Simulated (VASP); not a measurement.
# Pd (Pm-3m) in VASP: a series of runs, part 2 of 2

VASP 6.6.1.

## 3. Relaxation of cell and atoms, PBE

This run uses another cell than the first one, of 16.19 Å³/atom, 0.908 times its volume.

Input file INCAR:

```
SYSTEM = Pd
PREC     = Accurate       ! precision mode
ENCUT    = 600            ! plane-wave cutoff, eV
EDIFF    = 1E-6           ! SCF threshold, eV
ISMEAR   = 0              ! smearing method
SIGMA    = 0.1            ! smearing width, eV
LREAL    = .False.        ! projectors in reciprocal space
LASPH    = .True.         ! aspherical terms in the spheres
NELM     = 100            ! most SCF steps
ALGO     = Normal         ! electronic algorithm
ISIF     = 3              ! what is computed and relaxed
LWAVE    = .False.        ! write WAVECAR
LCHARG   = .False.        ! write CHGCAR
GGA      = PE             ! functional
IBRION   = 2              ! ionic algorithm
NSW      = 80             ! ionic steps
EDIFFG   = -0.01          ! ionic threshold
```

Input file KPOINTS:

```
Automatic mesh
0
Gamma
  10 10 10
  0 0 0
```

Input file POSCAR:

```
Pd
1.0
    2.5300000000      0.0000000000      0.0000000000
    0.0000000000      2.5300000000      0.0000000000
    0.0000000000      0.0000000000      2.5300000000
Pd
1
Direct
    0.0000000000      0.0000000000      0.0000000000
```

Potentials or basis: VASP PAW PBE potentials, release 64 (Pd).

Launch:

```console
> cat potpaw_PBE.64/Pd/POTCAR > POTCAR
> mpirun -np 1 vasp_std > vasp.out
```

OUTCAR:

```text
SYSTEM = Pd
   PREC = Accurate
   ENCUT = 600
   EDIFF = 1E-6
   ISMEAR = 0
   LREAL = .False.
   LASPH = .True.
   NELM = 100
   ISIF = 3
   GGA = PE
   IBRION = 2
   NSW = 80
   EDIFFG = -0.01

 ion  position               nearest neighbor table
   1  0.000  0.000  0.000-

  LATTYP: Found a simple cubic cell.
 ALAT       =     2.5300000000

  Lattice vectors:

 A1 = (   2.5300000000,   0.0000000000,   0.0000000000)
 A2 = (   0.0000000000,   2.5300000000,   0.0000000000)
 A3 = (   0.0000000000,   0.0000000000,   2.5300000000)

Analysis of symmetry for initial positions (statically):
=====================================================================
 Subroutine PRICEL returns:
 Original cell was already a primitive cell.

 Routine SETGRP: Setting up the symmetry group for a
 simple cubic supercell.

 Subroutine GETGRP returns: Found 48 space group operations
 (whereof 48 operations were pure point group operations)
 out of a pool of 48 trial point group operations.

The static configuration has the point symmetry O_h .

Analysis of symmetry for dynamics (positions and initial velocities):
=====================================================================
 Subroutine PRICEL returns:
 Original cell was already a primitive cell.

 Routine SETGRP: Setting up the symmetry group for a
 simple cubic supercell.

 Subroutine GETGRP returns: Found 48 space group operations
 (whereof 48 operations were pure point group operations)
 out of a pool of 48 trial point group operations.

The dynamic configuration has the point symmetry O_h .

 Subroutine INISYM returns: Found 48 space group operations
 (whereof 48 operations are pure point group operations),
 and found     1 'primitive' translations

----------------------------------------------------------------------------------------

                                     Primitive cell

  volume of cell :      16.1943

  direct lattice vectors                    reciprocal lattice vectors
     2.530000000  0.000000000  0.000000000     0.395256917  0.000000000  0.000000000
     0.000000000  2.530000000  0.000000000     0.000000000  0.395256917  0.000000000
     0.000000000  0.000000000  2.530000000     0.000000000  0.000000000  0.395256917

  length of vectors
     2.530000000  2.530000000  2.530000000     0.395256917  0.395256917  0.395256917

  position of ions in fractional coordinates (direct lattice)
     0.000000000  0.000000000  0.000000000

  ion indices of the primitive-cell ions
   primitive index   ion index
                 1           1

----------------------------------------------------------------------------------------

 KPOINTS: Automatic mesh

Automatic generation of k-mesh.
 Grid dimensions read from file:
 generate k-points for:   10   10   10

 Generating k-lattice:

  Cartesian coordinates                     Fractional coordinates (reciprocal lattice)
     0.039525692  0.000000000  0.000000000     0.100000000  0.000000000  0.000000000
     0.000000000  0.039525692  0.000000000     0.000000000  0.100000000  0.000000000
[... 39 lines left out ...]
 [... further k-points ...]
   k-points           NKPTS =     56   k-points in BZ     NKDIM =     56   number of bands    NBANDS=      9
   number of dos      NEDOS =    301   number of ions     NIONS =      1
   total plane-waves  NPLWV =   8000
   dimension x,y,z NGX =    20 NGY =   20 NGZ =   20
   dimension x,y,z NGXF=    40 NGYF=   40 NGZF=   40
   ions per type =               1
   NGX,Y,Z   is equivalent  to a cutoff of  13.14, 13.14, 13.14 a.u.
   NGXF,Y,Z  is equivalent  to a cutoff of  26.28, 26.28, 26.28 a.u.
 SYSTEM =  Pd
   PREC   = accura    normal or accurate (medium, high low for compatibility)
   ISTART =      0    job   : 0-new  1-cont  2-samecut
   ICHARG =      2    charge: 1-file 2-atom 10-const
   ISPIN  =      1    spin polarized calculation?
   LNONCOLLINEAR =      F non collinear calculations
   LSORBIT =      F    spin-orbit coupling
   LASPH  =      T    aspherical Exc in radial PAW
   ENCUT  =  600.0 eV  44.10 Ry    6.64 a.u.   5.05  5.05  5.05*2*pi/ulx,y,z
   NELM   =    100;   NELMIN=  2; NELMDL= -5     # of ELM steps
   EDIFF  = 0.1E-05   stopping-criterion for ELM
   LREAL  =      F    real-space projection
   EDIFFG = -.1E-01   stopping-criterion for IOM
   NSW    =     80    number of steps for IOM
   IBRION =      2    ionic relax: 0-MD 1-quasi-New 2-CG
   NFREE  =      1    steps in history (QN), initial steepest desc. (CG)
   ISIF   =      3    stress and relaxation
   ISYM   =      2    0-nonsym 1-usesym 2-fastsym
   POTIM  = 0.5000    time-step for ionic-motion
   TEBEG  =    0.0;   TEEND  =   0.0 temperature during run
   PSTRESS=    0.0 pullay stress
   NELECT =      10.0000    total number of electrons
   NUPDOWN=      -1.0000    fix difference up-down
   EMIN   =  10.00;   EMAX   =-10.00  energy-range for DOS
   EFERMI =   0.00;   METHOD = LEGACY
   ISMEAR =     0;   SIGMA  =   0.10  broadening in eV -4-tet -1-fermi 0-gaus
   EFERMI_NEDOS =   21; number of points for ismear=-14 and -15
   IALGO  =     38    algorithm
   IMIX   =      4    mixing-type and parameters
     AMIX     =   0.40;   BMIX     =  1.00
     AMIX_MAG =   1.60;   BMIX_MAG =  1.00
  volume/ion in A,a.u.               =      16.19       109.28
  Fermi-wavevector in a.u.,A,eV,Ry     =   1.394080  2.634429 26.442359  1.943459
  Thomas-Fermi vector in A             =   2.517664
   LORBIT       =      0    0 simple, 1 ext, 2 COOP (PROOUT), +10 PAW based schemes
   GGA     = PE    functional components
   LHFCALC =     F    Hartree Fock is set to
   AEXX    =    0.0000 exact exchange contribution
   IVDW    =     0    specifies the selected vdW correction
   LEPSILON=     F    determine dielectric tensor
   LRPA    =     F    only Hartree local field effects (RPA)
 conjugate gradient relaxation of ions
 non-spin polarized calculation
 Gauss-broadening in eV      SIGMA  =   0.10
  energy-cutoff  :      600.00
  volume of cell :       16.19
 maximum number of plane-waves:       554
   NGX = 11   NGY = 11   NGZ = 11

--------------------------------------- Ionic step        1  -------------------------------------------

 number of electron      10.0000000 magnetization

 number of electron       9.9999996 magnetization

 Free energy of the ion-electron system (eV)
  ---------------------------------------------------
  ext. energy  EPLUGINS =         0.00000000
  ---------------------------------------------------
  free energy    TOTEN  =        -4.66022256 eV

  energy without entropy =       -4.65349191  energy(sigma->0) =       -4.65685723

------------------------ aborting loop because EDIFF is reached ----------------------------------------

  FORCE on cell =-STRESS in cart. coord.  units (eV):
  Direction    XX          YY          ZZ          XY          YZ          ZX
  --------------------------------------------------------------------------------------
  -------------------------------------------------------------------------------------
  Total        1.4618536      1.4618536      1.4618536     -0.0000000      0.0000000     -0.0000000
  in kB      144.6281691    144.6281691    144.6281691     -0.0000000      0.0000000     -0.0000000
  external PRESSURE =     144.6281691 kB  Pullay stress =       0.0000000 kB
[... 94 lines left out ...]
--------------------------------------- Ionic step        4  -------------------------------------------

 number of electron      10.0000007 magnetization

 Free energy of the ion-electron system (eV)
  ---------------------------------------------------
  ext. energy  EPLUGINS =         0.00000000
  ---------------------------------------------------
  free energy    TOTEN  =        -4.72556291 eV

  energy without entropy =       -4.71872057  energy(sigma->0) =       -4.72214174

 E-fermi :   7.2384     XC(G=0): -11.9114

 val. band max:        7.2228203677   @ k =   0.1000   0.0000   0.0000
 cond. band min:       7.2582729764   @ k =   0.2000   0.0000   0.0000
 fundamental gap:      0.0354526087
 Fermi energy:         7.2383680148

 k-point     1 :       0.0000    0.0000    0.0000
  band No.  band energies     occupation
      1       1.2633      2.00000
      2       2.7223      2.00000
      3       2.7223      2.00000
      4       7.2094      1.31838
      5       7.2094      1.31838
      6       7.2094      1.31837
      7      23.6460      0.00000
      8      23.6460      0.00000
      9      23.6460      0.00000
[... 265 lines left out ...]
 k-point    24 :       0.3000    0.1000    0.1000
  band No.  band energies     occupation
      1       3.1694      2.00000
      2       3.3446      2.00000
      3       4.7387      2.00000
      4       5.9540      2.00000
      5       6.4898      2.00000
      6       6.9966      1.99937
      7      16.3385      0.00000
      8      24.4567      0.00000
      9      24.5746      0.00000

 [... further k-points ...]
[... 5 lines left out ...]
  --------------------------------------------------------------------------------------
  -------------------------------------------------------------------------------------
  Total        0.0013167      0.0013167      0.0013167     -0.0000000      0.0000000     -0.0000000
  in kB        0.1185320      0.1185320      0.1185320     -0.0000000      0.0000000     -0.0000000
  external PRESSURE =       0.1185320 kB  Pullay stress =       0.0000000 kB
[... 16 lines left out ...]
  FREE ENERGIE OF THE ION-ELECTRON SYSTEM (eV)
  ---------------------------------------------------
  free  energy   TOTEN  =        -4.7255629057 eV

  energy  without entropy=       -4.7187205724  energy(sigma->0) =       -4.72214174

 reached required accuracy - stopping structural energy minimisation
```

Run time: 26 s. Hardware: 1 thread of Intel Xeon 8259CL, shared host; peak memory 0.13 GiB.

What came out:

```yaml
Free_energy: -4.7256 eV
Relaxed_volume: 17.80 Å³/atom
Relaxed_cell: a = 2.611 Å, b = 2.611 Å, c = 2.611 Å, α = 90.00°, β = 90.00°, γ = 90.00°
Space_group_after_relaxing_to_0.05_Å: Pm-3m (No. 221)
Energy_gained_by_relaxing: 65.3 meV/atom
Ionic_steps: 4
Pressure_after_relaxing: 0.0 GPa
Band_gap_on_the_k_mesh: zero (band 5 reaches 8.42 eV, above the bottom of band 6 at 6.61 eV)
```

The path:
```csv
step,energy change (eV),largest force (eV/Å),pressure (GPa),volume (Å³)
1,0.0000,0.0000,14.46,16.19
2,0.0061,0.0000,-9.90,19.87
3,-0.0653,0.0000,-0.18,17.83
4,-0.0653,0.0000,0.01,17.80
```

Final structure:
```
Pd
1.0
     2.61087    0.00000    0.00000
     0.00000    2.61087    0.00000
     0.00000    0.00000    2.61087
Pd
1
Cartesian
  0.0000 0.0000 0.0000
```

## 4. Relaxation of cell and atoms, PBE, target pressure 20 GPa, at which the enthalpy is minimised

This run uses another cell than the first one, of 16.19 Å³/atom, 0.908 times its volume.

Input file INCAR:

```
SYSTEM = Pd
PREC = Accurate
ENCUT = 600
EDIFF = 1E-6
ISMEAR = 0
SIGMA = 0.1
LREAL = .FALSE.
LASPH = .TRUE.
NELM = 60
ALGO = Normal
ISIF = 3
LWAVE = .FALSE.
LCHARG = .FALSE.
GGA = PE
IBRION = 2
NSW = 80
EDIFFG = -0.01
PSTRESS = 200.0
```

Input file KPOINTS:

```
Automatic mesh
0
G
  10 10 10
  0 0 0
```

POSCAR is that of step 3.

Potentials or basis: VASP PAW PBE potentials, release 64 (Pd).

Launch:

```console
> cat potpaw_PBE.64/Pd/POTCAR > POTCAR
> mpirun -np 1 vasp_std > vasp.out
```

OUTCAR:

```text
SYSTEM = Pd
   PREC = Accurate
   ENCUT = 600
   EDIFF = 1E-6
   ISMEAR = 0
   LREAL = .FALSE.
   LASPH = .TRUE.
   NELM = 60
   ISIF = 3
   GGA = PE
   IBRION = 2
   NSW = 80
   EDIFFG = -0.01
   PSTRESS = 200.0

 ion  position               nearest neighbor table
   1  0.000  0.000  0.000-

  LATTYP: Found a simple cubic cell.
 ALAT       =     2.5300000000

  Lattice vectors:

 A1 = (   2.5300000000,   0.0000000000,   0.0000000000)
 A2 = (   0.0000000000,   2.5300000000,   0.0000000000)
 A3 = (   0.0000000000,   0.0000000000,   2.5300000000)

Analysis of symmetry for initial positions (statically):
=====================================================================
 Subroutine PRICEL returns:
 Original cell was already a primitive cell.

 Routine SETGRP: Setting up the symmetry group for a
 simple cubic supercell.

 Subroutine GETGRP returns: Found 48 space group operations
 (whereof 48 operations were pure point group operations)
 out of a pool of 48 trial point group operations.

The static configuration has the point symmetry O_h .

Analysis of symmetry for dynamics (positions and initial velocities):
[... 166 lines left out ...]
  --------------------------------------------------------------------------------------
  -------------------------------------------------------------------------------------
  Total        1.4618536      1.4618536      1.4618536     -0.0000000      0.0000000     -0.0000000
  in kB      144.6281691    144.6281691    144.6281691     -0.0000000      0.0000000     -0.0000000
  external PRESSURE =     -55.3718309 kB  Pullay stress =     200.0000000 kB
[... 61 lines left out ...]
--------------------------------------- Ionic step        3  -------------------------------------------

 number of electron       9.9999998 magnetization

 Free energy of the ion-electron system (eV)
  ---------------------------------------------------
  ext. energy  EPLUGINS =         0.00000000
  ---------------------------------------------------
  free energy    TOTEN  =        -4.61502447 eV

  energy without entropy =       -4.60864338  energy(sigma->0) =       -4.61183393

 E-fermi :   9.0083     XC(G=0): -12.6390

 val. band max:        9.0024316303   @ k =   0.3000   0.3000   0.0000
 cond. band min:       9.0144897923   @ k =   0.4000   0.4000   0.0000
 fundamental gap:      0.0120581619
 Fermi energy:         9.0083378007

 k-point     1 :       0.0000    0.0000    0.0000
  band No.  band energies     occupation
      1       2.2214      2.00000
      2       3.6378      2.00000
      3       3.6378      2.00000
      4       9.0269      0.79321
      5       9.0269      0.79321
      6       9.0269      0.79321
      7      26.3359      0.00000
      8      26.3359      0.00000
      9      26.3359      0.00000
[... 265 lines left out ...]
 k-point    24 :       0.3000    0.1000    0.1000
  band No.  band energies     occupation
      1       4.2775      2.00000
      2       4.3864      2.00000
      3       6.0069      2.00000
      4       7.4733      2.00000
      5       8.1196      2.00000
      6       8.7601      1.99955
      7      18.8362      0.00000
      8      27.3331      0.00000
      9      27.3665      0.00000

 [... further k-points ...]
[... 5 lines left out ...]
  --------------------------------------------------------------------------------------
  -------------------------------------------------------------------------------------
  Total        1.9590065      1.9590065      1.9590065      0.0000000      0.0000000      0.0000000
  in kB      199.0134906    199.0134906    199.0134906      0.0000000      0.0000000      0.0000000
  external PRESSURE =      -0.9865094 kB  Pullay stress =     200.0000000 kB
[... 20 lines left out ...]
  energy  without entropy=       -4.6086433835  energy(sigma->0) =       -4.61183393

  enthalpy is  TOTEN    =        -2.6463071693 eV   P V=        1.9687172994

 reached required accuracy - stopping structural energy minimisation
```

It took 22 s on 1 thread of Intel Xeon 8259CL, shared host; peak memory 0.14 GiB.

Results:

```yaml
Free_energy: -4.6150 eV
Relaxed_volume: 15.77 Å³/atom
Relaxed_cell: a = 2.508 Å, b = 2.508 Å, c = 2.508 Å, α = 90.00°, β = 90.00°, γ = 90.00°
Space_group_after_relaxing_to_0.05_Å: Pm-3m (No. 221)
Energy_change_on_relaxing_the_enthalpy_is_what_falls: +45.2 meV/atom
Ionic_steps: 3
Pressure_after_relaxing: 19.9 GPa
Band_gap_on_the_k_mesh: zero (band 5 reaches 10.50 eV, above the bottom of band 6 at 8.28 eV)
```

The path:
| step | energy change (eV) | largest force (eV/Å) | pressure (GPa) | volume (Å³) |
| --- | --- | --- | --- | --- |
| 1 | 0.0000 | 0.0000 | 14.46 | 16.19 |
| 2 | 0.1864 | 0.0000 | 33.88 | 14.92 |
| 3 | 0.0452 | 0.0000 | 19.90 | 15.77 |

Final structure:
```
CELL_PARAMETERS angstrom
2.50777 0.00000 0.00000
0.00000 2.50777 0.00000
0.00000 0.00000 2.50777
ATOMIC_POSITIONS crystal
Pd 0.00000 0.00000 0.00000
```

Levels at points of the mesh, in eV from the Fermi level:
```
           k point  band 2  band 3  band 4  band 5  band 6  band 7  band 8  band 9
(0.00, 0.00, 0.00)   -5.37   -5.37    0.02    0.02    0.02   17.33   17.33   17.33
(0.50, 0.00, 0.00)   -4.54   -1.86   -1.86    0.04    0.20    5.54   18.57   22.07
(0.50, 0.50, 0.00)   -4.00   -1.50   -1.50    1.38    5.73    5.73   13.07   13.09
(0.50, 0.50, 0.50)   -4.65   -4.65    1.50    1.50   10.90   12.09   12.09   12.09
```

Caveat: the cell is relaxed towards a set pressure, so the enthalpy falls and the energy may rise.

## 5. Overview

| task | cell | cutoff (eV) | gap on the mesh (eV) | pressure (GPa) |
| --- | --- | --- | --- | --- |
| single point | a = 2.613 Å, 1 atom | 520 | none | -0.2 |
| relaxation of cell and atoms | relaxed from a = 2.530 Å, 1 atom | 600 | none | 0.0 |
| relaxation of cell and atoms | relaxed to 20 GPa from a = 2.530 Å, 1 atom | 600 | none | 19.9 |

Alike in all rows: level PBE; potentials or basis VASP PAW PBE potentials, release 64 (Pd); no spin polarisation; k mesh 10 × 10 × 10; smearing gaussian 0.1 eV.

Caveats: the cell is relaxed towards a set pressure, so the enthalpy falls and the energy may rise (some runs).

Total energies depend on the potentials used, so only differences within one code and one set of settings carry meaning.
